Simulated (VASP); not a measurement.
Write the native input for VASP 6.6.1 that does the following.

| Property | Result |
| --- | --- |
| Task | single point |
| Functional | PBEsol |
| Potentials or basis | VASP PAW PBE potentials, release 64 (Ta_sv_GW, N) |
| Cutoff | 700 eV |
| k mesh | 10 × 10 × 10 |
| Occupations | fermi-dirac, width 0.05 eV |
| Spin | no spin polarisation |
| Dipole correction | no |
| Further INCAR settings | ALGO = Normal; EDIFF = 1e-06; NBANDS = 16 |

The structure of TaN lies in POSCAR:

```
TaN
1.0
    0.0000000000      2.1684484798      2.1684484798
    2.1684484798      0.0000000000      2.1684484798
    2.1684484798      2.1684484798      0.0000000000
Ta N
1 1
Direct
    0.5000000000      0.5000000000      0.5000000000
    0.0000000000      0.0000000000      0.0000000000
```

These files were run (other wordings do the same):

INCAR

```
ALGO     = Normal         # electronic algorithm
EDIFF    = 1E-6           # SCF threshold, eV
ENCUT    = 700            # plane-wave cutoff, eV
GGA      = PS             # functional
GGA_COMPAT= False        
ISIF     = 2              # what is computed and relaxed
ISMEAR   = -1             # smearing method
LASPH    = True           # aspherical terms in the spheres
LCHARG   = True           # write CHGCAR
LELF     = True           # ELF
LREAL    = False          # projectors in reciprocal space
LVHAR    = True         
LWAVE    = False          # write WAVECAR
NBANDS   = 16             # bands
NELM     = 120            # most SCF steps
PREC     = Accurate       # precision mode
SIGMA    = 0.05           # smearing width, eV
```

KPOINTS

```
k-points
0
Gamma
  10 10 10
```

Potentials or basis: VASP PAW PBE potentials, release 64 (Ta_sv_GW, N).

Command:

```sh
$ cat potpaw_PBE.64/Ta_sv_GW/POTCAR potpaw_PBE.64/N/POTCAR > POTCAR
$ mpirun -np 1 vasp_std > vasp.out
```

It gave:

| Item | Value |
| --- | --- |
| Pressure | 10.1 GPa |
| Band gap on the k mesh | zero (bands 9 and 10 overlap by 4.29 eV) |

Caveat: the cell stands under pressure; the PAW data sets were made with another functional, which shifts forces and pressure a little; spin-orbit coupling is left out, which moves the levels of the heavy elements.

It took 12 s on 1 thread of Intel(R) Xeon(R) 6975P-C (Granite Rapids) (shared host), peak memory 0.18 GiB.
